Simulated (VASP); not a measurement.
V:

```
V
1.0
     2.60429    0.00000    0.00000
    -1.30215    2.25538    0.00000
     0.00000    0.00000    4.72334
V
2
Direct
  0.33333 0.66667 0.25000
  0.66667 0.33333 0.75000
```

Base run:

* Program: VASP 6.6.1
* Functional: PBE
* Potentials or basis: VASP PAW PBE potentials, release 64 (V_sv)
* Cutoff: 520 eV
* k mesh: 10 × 10 × 5
* Occupations: fermi-dirac, width 0.05 eV
* Spin: collinear spin, ferromagnetic start
* Starting moments: [1.0, 1.0] μB
* Fixed moment: 2 μB

Its results: pressure 4.0 GPa; site moments V +0.85 μB.

The run is repeated on the same cell with these changes: fixed moment from 2 μB to 4 μB; moments at the start from [1.0, 1.0] to [2.0, 2.0]. What comes out?

Pressure 16.3 GPa; site moments V +1.69 μB.

Caveats: the total moment is fixed, so each spin has its own Fermi level.
